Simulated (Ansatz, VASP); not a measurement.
K2S in VASP and in Ansatz

Contents of POSCAR:

```
K2S
1.0
    0.0000000000      3.6653149159      3.6653149159
    3.6653149159      0.0000000000      3.6653149159
    3.6653149159      3.6653149159      0.0000000000
K S
2 1
Direct
    0.2500000000      0.2500000000      0.2500000000
    0.7500000000      0.7500000000      0.7500000000
    0.0000000000      0.0000000000      0.0000000000
```

Contents of INCAR.step1:

```
ALGO = Normal
EDIFF = 1E-5
ENCUT = 550
GGA = PE
GGA_COMPAT = F
ISMEAR = 0
LASPH = T
LCHARG = F
LREAL = F
LWAVE = T
NBANDS = 19
NELM = 120
PREC = Accurate
SIGMA = 0.01
```

File INCAR.step2:

```
ALGO = Normal
EDIFF = 1E-6
ENCUT = 550
GGA_COMPAT = F
ISIF = 2
ISMEAR = 0
ISTART = 1
LASPH = T
LCHARG = F
LMIXTAU = T
LREAL = F
LWAVE = F
METAGGA = R2SCAN
NBANDS = 19
NELM = 120
PREC = Accurate
SIGMA = 0.01
```

KPOINTS

```
k-points
0
Gamma
  6 6 6
```

Input for Ansatz:

```yaml
crystal:
  lattice:
    - [0.0, 3.6653149159, 3.6653149159]
    - [3.6653149159, 0.0, 3.6653149159]
    - [3.6653149159, 3.6653149159, 0.0]
  atoms:
    - { symbol: K, position: [0.25, 0.25, 0.25] }
    - { symbol: K, position: [0.75, 0.75, 0.75] }
    - { symbol: S, position: [0.0, 0.0, 0.0] }
kpoints:
  mp_grid: { grid: [6, 6, 6] }
hamiltonian:
  xc: r2scan
scf:
  occupations: { method: fixed }
  n_extra_bands: 4
output:
  forces: true
  stress: true
  eigenvalues: true
```

Alike in both runs: task single point; functional r2SCAN; k mesh 6 × 6 × 6; no spin polarisation.

```csv
,VASP,Ansatz
version,VASP 6.6.1,Ansatz 0.2.0
potentials or method,"VASP PAW PBE potentials, release 64 (K_sv, S)","plane waves, PAW"
plane-wave cutoff (eV),550,500
occupations,"gaussian, width 0.01 eV",fixed
valence electrons in the cell,24,24
```

```tsv
	VASP	Ansatz	Ansatz less VASP
gap on the k mesh at the Fermi level (eV)	2.83	2.83	-0.005
pressure (GPa)	0.7	0.7	-0.03
```

VASP's potentials were made for PBE, not for r2SCAN.
